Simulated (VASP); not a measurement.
# Si2Mo (I4/mmm) in VASP: relaxation of cell and atoms with r2SCAN+rVV10

Aim: the relaxation of cell and atoms of Si2Mo with r2SCAN+rVV10.

All numbers are computed with VASP 6.6.1; they aren't measurements. Logs are shortened: lines on timing, memory, paths and dates and some standing lists are left out, and cuts for length are marked.

## Step 1: The cell of the first run

The structure is tetragonal, space group I4/mmm (No. 139). The conventional cell has a = 3.200 Å, b = 3.200 Å, c = 7.861 Å, α = 90.00°, β = 90.00°, γ = 90.00°. Within 3.4 Å of Si (site symmetry 4mm) lie 9 Si at 2.61 to 3.20 Å and 5 Mo at 2.62 Å. Mo (site symmetry 4/mmm) has 10 Si at 2.62 Å and 4 Mo at 3.20 Å within 3.5 Å.

## Step 2: Relaxation of cell and atoms, r2SCAN+rVV10

POSCAR reads:

```
Si2Mo
1.0
   -1.6000000000      1.6000000000      3.9305000000
    1.6000000000     -1.6000000000      3.9305000000
    1.6000000000      1.6000000000     -3.9305000000
Si Mo
2 1
Direct
    0.3330000000      0.3330000000      0.0000000000
    0.6670000000      0.6670000000      0.0000000000
    0.0000000000      0.0000000000      0.0000000000
```

INCAR.step1 reads:

```
  ALGO = Normal
  EDIFF = 1E-4
  ENCUT = 600
  GGA = PE
  ISMEAR = -1
  LASPH = T
  LCHARG = F
  LREAL = F
  LWAVE = T
  NELM = 60
  PREC = Accurate
  SIGMA = 0.05
```

INCAR.step2 reads:

```
  ALGO = Normal
  BPARAM = 11.95
  CPARAM = 0.0093
  EDIFF = 1E-7
  EDIFFG = -0.05
  ENCUT = 600
  IBRION = 2
  ISIF = 3
  ISMEAR = -1
  ISTART = 1
  IVDW_NL = 2
  LASPH = T
  LCHARG = F
  LMIXTAU = T
  LREAL = F
  LUSE_VDW = T
  LWAVE = F
  METAGGA = R2SCAN
  NELM = 60
  NSW = 80
  PREC = Accurate
  SIGMA = 0.05
```

KPOINTS reads:

```
k-points
0
Gamma
  11 11 11
```

Potentials or basis: VASP PAW PBE potentials, release 64 (Si, Mo_sv).

Launch:

```sh
cat potpaw_PBE.64/Si/POTCAR potpaw_PBE.64/Mo_sv/POTCAR > POTCAR
cp INCAR.step1 INCAR
mpirun -np 1 vasp_std > vasp.out
cp INCAR.step2 INCAR
mpirun -np 1 vasp_std > vasp.out
```

OUTCAR:

```text
BPARAM = 11.95
   EDIFF = 1E-7
   EDIFFG = -0.05
   ENCUT = 600
   IBRION = 2
   ISIF = 3
   ISMEAR = -1
   ISTART = 1
   IVDW_NL = 2
   LASPH = T
   LREAL = F
   METAGGA = R2SCAN
   NELM = 60
   NSW = 80
   PREC = Accurate

 ion  position               nearest neighbor table
   1  0.333  0.333  0.000-   2 2.61   2 2.61   2 2.61   2 2.61   3 2.62   3 2.62   3 2.62   3 2.62
                             3 2.62   2 2.63
   2  0.667  0.667  0.000-   1 2.61   1 2.61   1 2.61   1 2.61   3 2.62   3 2.62   3 2.62   3 2.62
                             3 2.62   1 2.63
   3  0.000  0.000  0.000-   2 2.62   1 2.62   2 2.62   1 2.62   2 2.62   1 2.62   1 2.62   2 2.62
                             1 2.62   2 2.62

  LATTYP: Found a body centered tetragonal cell.
 ALAT       =     3.2000000000
 C/A-ratio  =     2.4565625000

  Lattice vectors:

 A1 = (  -1.6000000000,   1.6000000000,   3.9305000000)
 A2 = (   1.6000000000,  -1.6000000000,   3.9305000000)
 A3 = (   1.6000000000,   1.6000000000,  -3.9305000000)

Analysis of symmetry for initial positions (statically):
=====================================================================
 Subroutine PRICEL returns:
 Original cell was already a primitive cell.

 Routine SETGRP: Setting up the symmetry group for a
 body centered tetragonal supercell.

 Subroutine GETGRP returns: Found 16 space group operations
 (whereof 16 operations were pure point group operations)
 out of a pool of 16 trial point group operations.

The static configuration has the point symmetry D_4h.

Analysis of symmetry for dynamics (positions and initial velocities):
=====================================================================
 Subroutine PRICEL returns:
 Original cell was already a primitive cell.

 Routine SETGRP: Setting up the symmetry group for a
 body centered tetragonal supercell.

 Subroutine GETGRP returns: Found 16 space group operations
 (whereof 16 operations were pure point group operations)
 out of a pool of 16 trial point group operations.

The dynamic configuration has the point symmetry D_4h.

 Subroutine INISYM returns: Found 16 space group operations
 (whereof 16 operations are pure point group operations),
 and found     1 'primitive' translations

----------------------------------------------------------------------------------------

                                     Primitive cell

  volume of cell :      40.2483

  direct lattice vectors                    reciprocal lattice vectors
[... 112 lines left out ...]
  Thomas-Fermi vector in A             =   2.467007
   LORBIT       =      0    0 simple, 1 ext, 2 COOP (PROOUT), +10 PAW based schemes
   METAGGA = R2SCAN    functional components
   LHFCALC =     F    Hartree Fock is set to
   AEXX    =    0.0000 exact exchange contribution
   IVDW_NL    =     2    kernel type
   BPARAM     =11.9500
   IVDW    =     0    specifies the selected vdW correction
   LEPSILON=     F    determine dielectric tensor
   LRPA    =     F    only Hartree local field effects (RPA)
 conjugate gradient relaxation of ions
 non-spin polarized calculation
  energy-cutoff  :      600.00
  volume of cell :       40.25
 maximum number of plane-waves:      1360
   NGX = 19   NGY = 19   NGZ = 19

--------------------------------------- Ionic step        1  -------------------------------------------

 number of electron      22.0000000 magnetization

 Free energy of the ion-electron system (eV)
  ---------------------------------------------------
  ext. energy  EPLUGINS =         0.00000000
  ---------------------------------------------------
  free energy    TOTEN  =       -44.71598483 eV

  energy without entropy =      -44.71331024  energy(sigma->0) =      -44.71464754

------------------------ aborting loop because EDIFF is reached ----------------------------------------

  FORCE on cell =-STRESS in cart. coord.  units (eV):
  Direction    XX          YY          ZZ          XY          YZ          ZX
  --------------------------------------------------------------------------------------
  -------------------------------------------------------------------------------------
  Total       -0.2380186     -0.2380186     -0.9123089      0.0000000     -0.0000000      0.0000000
  in kB       -9.4748789     -9.4748789    -36.3165619      0.0000000     -0.0000000      0.0000000
  external PRESSURE =     -18.4221066 kB  Pullay stress =       0.0000000 kB
[... 98 lines left out ...]
--------------------------------------- Ionic step        4  -------------------------------------------

 number of electron      22.0000000 magnetization

 Free energy of the ion-electron system (eV)
  ---------------------------------------------------
  ext. energy  EPLUGINS =         0.00000000
  ---------------------------------------------------
  free energy    TOTEN  =       -44.72505742 eV

  energy without entropy =      -44.72288127  energy(sigma->0) =      -44.72396934

 E-fermi :  12.2544     XC(G=0): -13.4186

 val. band max:       12.2166336668   @ k =  -0.1818  -0.2727   0.1818
 cond. band min:      12.2787602748   @ k =  -0.4545   0.4545   0.3636
 fundamental gap:      0.0621266080
 Fermi energy:        12.2543773775

 k-point     1 :       0.0000    0.0000    0.0000
  band No.  band energies     occupation
      1     -50.2993      2.00000
      2     -23.7417      2.00000
      3     -23.6546      2.00000
      4     -23.6546      2.00000
      5      -1.8999      2.00000
      6       5.5128      2.00000
      7       8.8587      2.00000
      8       9.1762      2.00000
      9       9.4843      2.00000
     10       9.4843      2.00000
     11      12.6420      0.00086
     12      15.7029      0.00000
     13      15.7711      0.00000
     14      15.9441      0.00000
[... 401 lines left out ...]
      2     -23.7333      2.00000
      3     -23.7253      2.00000
      4     -23.7233      2.00000
      5      -0.8492      2.00000
      6       6.2728      2.00000
      7       7.2627      2.00000
      8       7.6142      2.00000
      9       9.4497      2.00000
     10      10.0219      2.00000
     11      10.8709      2.00000
     12      14.8892      0.00000
     13      15.9108      0.00000
     14      16.2938      0.00000
     15      16.3414      0.00000

 [... further k-points ...]

------------------------ aborting loop because EDIFF is reached ----------------------------------------

  FORCE on cell =-STRESS in cart. coord.  units (eV):
  Direction    XX          YY          ZZ          XY          YZ          ZX
  --------------------------------------------------------------------------------------
  -------------------------------------------------------------------------------------
  Total       -0.1209420     -0.1209420      0.0400169      0.0000000      0.0000000      0.0000000
  in kB       -4.8371215     -4.8371215      1.6004926      0.0000000      0.0000000      0.0000000
  external PRESSURE =      -2.6912501 kB  Pullay stress =       0.0000000 kB
[... 18 lines left out ...]
  FREE ENERGIE OF THE ION-ELECTRON SYSTEM (eV)
  ---------------------------------------------------
  free  energy   TOTEN  =       -44.7250574193 eV

  energy  without entropy=      -44.7228812689  energy(sigma->0) =      -44.72396934

 reached required accuracy - stopping structural energy minimisation
```

Wall time 28 min (1 thread of Intel Xeon Platinum 8488C (Sapphire Rapids), shared host); peak memory 0.46 GiB.

What came out:

* Free energy: -44.7251 eV
* Relaxed volume: 13.35 Å³/atom
* Relaxed cell: a = 4.514 Å, b = 4.514 Å, c = 4.514 Å, α = 138.44°, β = 138.44°, γ = 60.23°
* Space group after relaxing (to 0.1 Å): I4/mmm (No. 139)
* Energy gained by relaxing: 3.0 meV/atom
* Ionic steps: 4
* Pressure after relaxing: -0.3 GPa
* Largest force after relaxing: 0.023 eV/Å
* Band gap on the k mesh: zero (bands 11 and 12 overlap by 0.87 eV)

Forces in eV/Å, atoms in the order of the input:
```
Si   0.000  0.000 -0.023
Si   0.000  0.000  0.023
Mo   0.000  0.000  0.000
```

Stress tensor (GPa, compression positive):
```
-0.48  0.00  0.00
 0.00 -0.48  0.00
 0.00  0.00  0.16
```

Step by step:
```
step  energy change (eV)  largest force (eV/Å)  pressure (GPa)  volume (Å³)
   1              0.0000                0.3547           -1.84        40.25
   2             -0.0004                0.0327            3.90        39.35
   3             -0.0071                0.1687            1.00        39.79
   4             -0.0091                0.0234           -0.27        40.06
```

Final structure:
```
CELL_PARAMETERS angstrom
-1.60149 1.60149 3.90473
1.60149 -1.60149 3.90473
1.60149 1.60149 -3.90473
ATOMIC_POSITIONS crystal
Si 0.33544 0.33544 0.00000
Si 0.66456 0.66456 0.00000
Mo 0.00000 0.00000 0.00000
```

Levels at points of the mesh, in eV from the Fermi level:
| k point | band 7 | band 8 | band 9 | band 10 | band 11 | band 12 | band 13 | band 14 | band 15 |
| --- | --- | --- | --- | --- | --- | --- | --- | --- | --- |
| (0.00, 0.00, 0.00) | -3.40 | -3.08 | -2.77 | -2.77 | 0.39 | 3.45 | 3.52 | 3.69 | 3.69 |

Caveat: the PAW data sets were made with another functional, which shifts forces and pressure a little; the relaxation stopped at a loose force limit of 0.05 eV/Å, so its end isn't a converged minimum.

The gap in the log of VASP goes by the Fermi energy; the results here count the filled bands.